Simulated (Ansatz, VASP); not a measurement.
# SiNi in VASP and in Ansatz

File INCAR:

```
SYSTEM = SiNi
  PREC = Accurate
  ENCUT = 520
  EDIFF = 1E-7
  ISMEAR = -1
  SIGMA = 0.05
  LREAL = .FALSE.
  LASPH = .TRUE.
  NELM = 150
  ALGO = Normal
  ISIF = 2
  LWAVE = .FALSE.
  LCHARG = .TRUE.
  ISPIN = 2
  MAGMOM = 1 1 1 1 0 0 0 0
  LORBIT = 11
  LMAXMIX = 4
  GGA = PS
  LELF = .TRUE.
  LVHAR = .TRUE.
  NBANDS = 42
```

File KPOINTS:

```
regular mesh
0
G
  5 7 4
  0 0 0
```

The input POSCAR:

```
SiNi
1.0
    5.1213690000      0.0000000000      0.0000000000
    0.0000000000      3.3047190000      0.0000000000
    0.0000000000      0.0000000000      5.6049000000
Ni Si
4 4
Direct
    0.9922100000      0.7500000000      0.8124800000
    0.5077900000      0.2500000000      0.3124800000
    0.4922100000      0.7500000000      0.6875200000
    0.0077900000      0.2500000000      0.1875200000
    0.6787200000      0.2500000000      0.9175000000
    0.8212800000      0.7500000000      0.4175000000
    0.1787200000      0.2500000000      0.5825000000
    0.3212800000      0.7500000000      0.0825000000
```

Contents of input.yaml:

```yaml
crystal:
  lattice:
    - [5.121369, 0.0, 0.0]
    - [0.0, 3.304719, 0.0]
    - [0.0, 0.0, 5.6049]
  atoms:
    - { symbol: Ni, position: [0.99221, 0.75, 0.81248], spin: 1.0 }
    - { symbol: Ni, position: [0.50779, 0.25, 0.31248], spin: 1.0 }
    - { symbol: Ni, position: [0.49221, 0.75, 0.68752], spin: 1.0 }
    - { symbol: Ni, position: [0.00779, 0.25, 0.18752], spin: 1.0 }
    - { symbol: Si, position: [0.67872, 0.25, 0.9175] }
    - { symbol: Si, position: [0.82128, 0.75, 0.4175] }
    - { symbol: Si, position: [0.17872, 0.25, 0.5825] }
    - { symbol: Si, position: [0.32128, 0.75, 0.0825] }
hamiltonian:
  xc: pbesol
  pseudopotentials: { kind: paw }
magnetization:
  spin_polarized: true
kpoints:
  mp_grid: { grid: [5, 7, 4] }
scf:
  occupations: { method: fermi_dirac, width: 0.05 }
output:
  forces: true
  stress: true
  eigenvalues: true
```

Alike in both runs: task single point; functional PBEsol; k mesh 5 × 7 × 4; occupations fermi-dirac, width 0.05 eV; collinear spin.

|  | VASP | Ansatz |
| --- | --- | --- |
| version | VASP 6.6.1 | Ansatz 0.2.0 |
| potentials or method | VASP PAW PBE potentials, release 64 (Ni, Si) | Ansatz PAW |
| plane-wave cutoff (eV) | 520 | 420 |
| valence electrons in the cell | 56 | 88 |

|  | VASP | Ansatz | Ansatz less VASP |
| --- | --- | --- | --- |
| gap on the k mesh at the Fermi level (eV) | none | none | - |
| pressure (GPa) | -0.5 | -0.7 | -0.21 |
| traceless stress, the component that is largest in VASP (GPa) | 1.26 | 1.36 | +0.100 |
| rms of the force components (eV/Å) | 0.026 | 0.023 | -0.0028 |
| net moment per atom (μB) | 0.00 | 0.00 | 0.000 |

VASP's potentials were made for PBE, not for PBEsol. Atom by atom the forces differ by 0.005 eV/Å (rms over components). A gap of «none» marks a metal or a gap that the smearing closes. VASP's potentials hold 56 valence electrons a cell and Ansatz's 88, so a difference there can come from the potentials and not from the codes.
